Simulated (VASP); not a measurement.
# BiTe3 (Pm-3m) in VASP: notebook, part 2 of 2

VASP 6.6.1. The steps go on from the part before.

## Step 3: Relaxation of cell and atoms, r2SCAN

This run uses another cell than the first one, of 33.10 Å³/atom, 1.117 times its volume.

File POSCAR:

```
BiTe3
1.0
    5.0970307136      0.0000000000      0.0000000000
    0.0000000000      5.0970307136      0.0000000000
    0.0000000000      0.0000000000      5.0970307136
Bi Te
1 3
Direct
    0.0000000000      0.0000000000      0.0000000000
    0.0000000000      0.5000000000      0.5000000000
    0.5000000000      0.0000000000      0.5000000000
    0.5000000000      0.5000000000      0.0000000000
```

File INCAR.step1:

```
  ALGO = Normal
  EDIFF = 1E-4
  ENCUT = 600
  GGA = PE
  ISMEAR = 0
  LASPH = T
  LCHARG = F
  LREAL = F
  LWAVE = T
  NELM = 100
  PREC = Accurate
  SIGMA = 0.1
```

File INCAR.step2:

```
  ALGO = Normal
  EDIFF = 1E-7
  EDIFFG = -0.04
  ENCUT = 600
  IBRION = 2
  ISIF = 3
  ISMEAR = 0
  ISTART = 1
  LASPH = T
  LCHARG = F
  LMIXTAU = T
  LREAL = F
  LWAVE = F
  METAGGA = R2SCAN
  NELM = 100
  NSW = 90
  PREC = Accurate
  SIGMA = 0.1
```

File KPOINTS:

```
k-points
0
Gamma
  4 4 4
```

Potentials or basis: VASP PAW PBE potentials, release 64 (Bi_d, Te).

Command:

```console
$ cat potpaw_PBE.64/Bi_d/POTCAR potpaw_PBE.64/Te/POTCAR > POTCAR
$ cp INCAR.step1 INCAR
$ mpirun -np 1 vasp_std > vasp.out
$ cp INCAR.step2 INCAR
$ mpirun -np 1 vasp_std > vasp.out
```

OUTCAR:

```text
EDIFF = 1E-7
   EDIFFG = -0.04
   ENCUT = 600
   IBRION = 2
   ISIF = 3
   ISMEAR = 0
   ISTART = 1
   LASPH = T
   LREAL = F
   METAGGA = R2SCAN
   NELM = 100
   NSW = 90
   PREC = Accurate

 ion  position               nearest neighbor table
   1  0.000  0.000  0.000-   2 3.60   3 3.60   4 3.60   2 3.60   3 3.60   2 3.60   4 3.60   2 3.60
                             3 3.60   4 3.60   3 3.60   4 3.60
   2  0.000  0.500  0.500-   1 3.60   3 3.60   4 3.60   1 3.60   4 3.60   1 3.60   3 3.60   1 3.60
                             3 3.60   4 3.60   4 3.60   3 3.60
   3  0.500  0.000  0.500-   1 3.60   2 3.60   4 3.60   1 3.60   4 3.60   2 3.60   4 3.60   4 3.60
                             1 3.60   2 3.60   1 3.60   2 3.60
   4  0.500  0.500  0.000-   1 3.60   2 3.60   3 3.60   2 3.60   3 3.60   1 3.60   3 3.60   3 3.60
                             1 3.60   2 3.60   2 3.60   1 3.60

  LATTYP: Found a simple cubic cell.
 ALAT       =     5.0970307136

  Lattice vectors:

 A1 = (   5.0970307136,   0.0000000000,   0.0000000000)
 A2 = (   0.0000000000,   5.0970307136,   0.0000000000)
 A3 = (   0.0000000000,   0.0000000000,   5.0970307136)

Analysis of symmetry for initial positions (statically):
=====================================================================
 Subroutine PRICEL returns:
 Original cell was already a primitive cell.

 Routine SETGRP: Setting up the symmetry group for a
 simple cubic supercell.

 Subroutine GETGRP returns: Found 48 space group operations
 (whereof 48 operations were pure point group operations)
 out of a pool of 48 trial point group operations.

The static configuration has the point symmetry O_h .

Analysis of symmetry for dynamics (positions and initial velocities):
=====================================================================
 Subroutine PRICEL returns:
 Original cell was already a primitive cell.

 Routine SETGRP: Setting up the symmetry group for a
 simple cubic supercell.

 Subroutine GETGRP returns: Found 48 space group operations
 (whereof 48 operations were pure point group operations)
 out of a pool of 48 trial point group operations.

The dynamic configuration has the point symmetry O_h .

 Subroutine INISYM returns: Found 48 space group operations
[... 99 lines left out ...]
   EMIN   =  10.00;   EMAX   =-10.00  energy-range for DOS
   EFERMI =   0.00;   METHOD = LEGACY
   ISMEAR =     0;   SIGMA  =   0.10  broadening in eV -4-tet -1-fermi 0-gaus
   EFERMI_NEDOS =   21; number of points for ismear=-14 and -15
   IALGO  =     38    algorithm
   IMIX   =      4    mixing-type and parameters
     AMIX     =   0.40;   BMIX     =  1.00
     AMIX_MAG =   1.60;   BMIX_MAG =  1.00
  volume/ion in A,a.u.               =      33.10       223.40
  Fermi-wavevector in a.u.,A,eV,Ry     =   1.030217  1.946829 14.440516  1.061348
  Thomas-Fermi vector in A             =   2.164304
   LORBIT       =      0    0 simple, 1 ext, 2 COOP (PROOUT), +10 PAW based schemes
   METAGGA = R2SCAN    functional components
   LHFCALC =     F    Hartree Fock is set to
   AEXX    =    0.0000 exact exchange contribution
   IVDW    =     0    specifies the selected vdW correction
   LEPSILON=     F    determine dielectric tensor
   LRPA    =     F    only Hartree local field effects (RPA)
 conjugate gradient relaxation of ions
 non-spin polarized calculation
 Gauss-broadening in eV      SIGMA  =   0.10
  energy-cutoff  :      600.00
  volume of cell :      132.42
 maximum number of plane-waves:      4468
 NGX is ok and might be reduce to    42
   NGX = 21   NGY = 21   NGZ = 21

--------------------------------------- Ionic step        1  -------------------------------------------

 number of electron      33.0000000 magnetization

 Free energy of the ion-electron system (eV)
  ---------------------------------------------------
  ext. energy  EPLUGINS =         0.00000000
  ---------------------------------------------------
  free energy    TOTEN  =      -132.73345732 eV

  energy without entropy =     -132.70302164  energy(sigma->0) =     -132.71823948

------------------------ aborting loop because EDIFF is reached ----------------------------------------

  FORCE on cell =-STRESS in cart. coord.  units (eV):
  Direction    XX          YY          ZZ          XY          YZ          ZX
  --------------------------------------------------------------------------------------
  -------------------------------------------------------------------------------------
  Total       -3.7353087     -3.7353087     -3.7353087     -0.0000000      0.0000000     -0.0000000
  in kB      -45.1944733    -45.1944733    -45.1944733     -0.0000000      0.0000000     -0.0000000
  external PRESSURE =     -45.1944733 kB  Pullay stress =       0.0000000 kB
[... 63 lines left out ...]
--------------------------------------- Ionic step        3  -------------------------------------------

 number of electron      32.9999998 magnetization

 Free energy of the ion-electron system (eV)
  ---------------------------------------------------
  ext. energy  EPLUGINS =         0.00000000
  ---------------------------------------------------
  free energy    TOTEN  =      -132.95661889 eV

  energy without entropy =     -132.92342053  energy(sigma->0) =     -132.94001971

 E-fermi :   7.5787     XC(G=0): -10.6193

 val. band max:        7.5705897591   @ k =   0.5000   0.2500   0.0000
 cond. band min:       7.5892315945   @ k =   0.5000   0.5000   0.2500
 fundamental gap:      0.0186418354
 Fermi energy:         7.5786866566

 k-point     1 :       0.0000    0.0000    0.0000
  band No.  band energies     occupation
      1     -16.4567      2.00000
      2     -16.4567      2.00000
      3     -16.4534      2.00000
      4     -16.4534      2.00000
      5     -16.4534      2.00000
      6      -6.6785      2.00000
[... 250 lines left out ...]
  FREE ENERGIE OF THE ION-ELECTRON SYSTEM (eV)
  ---------------------------------------------------
  free  energy   TOTEN  =      -132.9566188868 eV

  energy  without entropy=     -132.9234205345  energy(sigma->0) =     -132.94001971

 reached required accuracy - stopping structural energy minimisation
```

OUTCAR.step1:

```text
EDIFF = 1E-4
   ENCUT = 600
   GGA = PE
   ISMEAR = 0
[... 446 lines left out ...]
      0.00000      0.00000      0.00000         0.000000      0.000000      0.000000
      0.00000      2.54852      2.54852         0.000000      0.000000      0.000000
      2.54852      0.00000      2.54852         0.000000      0.000000      0.000000
      2.54852      2.54852      0.00000         0.000000      0.000000      0.000000
 -----------------------------------------------------------------------------------
    total drift:                               -0.000000     -0.000000     -0.000000

  FREE ENERGIE OF THE ION-ELECTRON SYSTEM (eV)
  ---------------------------------------------------
  free  energy   TOTEN  =       -11.7557290770 eV

  energy  without entropy=      -11.7225318915  energy(sigma->0) =      -11.73913048
```

OSZICAR.step1:

```text
N       E                     dE             d eps       ncg     rms          rms(c)
DAV:   1     0.258800956590E+03    0.25880E+03   -0.14998E+04   400   0.163E+03
DAV:   2     0.124572539507E+02   -0.24634E+03   -0.23954E+03   444   0.349E+02
DAV:   3    -0.107354627348E+02   -0.23193E+02   -0.22296E+02   488   0.113E+02
DAV:   4    -0.118527623426E+02   -0.11173E+01   -0.10608E+01   468   0.240E+01
DAV:   5    -0.119117403923E+02   -0.58978E-01   -0.57590E-01   536   0.547E+00    0.845E+00
DAV:   6    -0.117580980129E+02    0.15364E+00   -0.38782E-01   464   0.427E+00    0.527E+00
DAV:   7    -0.117558618262E+02    0.22362E-02   -0.76144E-02   460   0.143E+00    0.157E+00
DAV:   8    -0.117556206608E+02    0.24117E-03   -0.71605E-03   460   0.754E-01    0.240E-01
DAV:   9    -0.117557454071E+02   -0.12475E-03   -0.74342E-04   480   0.172E-01    0.948E-02
DAV:  10    -0.117557290770E+02    0.16330E-04   -0.12028E-04   260   0.681E-02
   1 F= -.11755729E+02 E0= -.11739130E+02  d E =-.331972E-01
```

Wall time 4.3 min (1 thread of Intel Xeon Platinum 8488C (Sapphire Rapids), shared host); peak memory 0.31 GiB.

Results:

```
Free energy                            : -132.9566 eV
Relaxed volume                         : 29.53 Å³/atom
Relaxed cell                           : a = 4.907 Å, b = 4.907 Å, c = 4.907 Å, α = 90.00°, β = 90.00°, γ = 90.00°
Space group after relaxing (to 0.05 Å) : Pm-3m (No. 221)
Energy gained by relaxing              : 55.8 meV/atom
Ionic steps                            : 3
Pressure after relaxing                : 0.0 GPa
```

The path:
| step | energy change (eV) | largest force (eV/Å) | pressure (GPa) | volume (Å³) |
| --- | --- | --- | --- | --- |
| 1 | 0.0000 | 0.0000 | -4.52 | 132.42 |
| 2 | -0.2118 | 0.0000 | 1.32 | 115.32 |
| 3 | -0.2232 | 0.0000 | 0.02 | 118.13 |

Final structure:
```cif
data_structure
_symmetry_space_group_name_H-M 'P 1'
_symmetry_Int_Tables_number 1
_cell_length_a 4.9067
_cell_length_b 4.9067
_cell_length_c 4.9067
_cell_angle_alpha 90.000
_cell_angle_beta 90.000
_cell_angle_gamma 90.000
_cell_volume 118.13
loop_
_atom_site_label
_atom_site_type_symbol
_atom_site_fract_x
_atom_site_fract_y
_atom_site_fract_z
_atom_site_occupancy
Bi1 Bi 0.00000 0.00000 0.00000 1
Te1 Te 0.00000 0.50000 0.50000 1
Te2 Te 0.50000 0.00000 0.50000 1
Te3 Te 0.50000 0.50000 0.00000 1
```

Caveat: the PAW data sets were made with another functional, which shifts forces and pressure a little; spin-orbit coupling is left out, which moves the levels of the heavy elements.
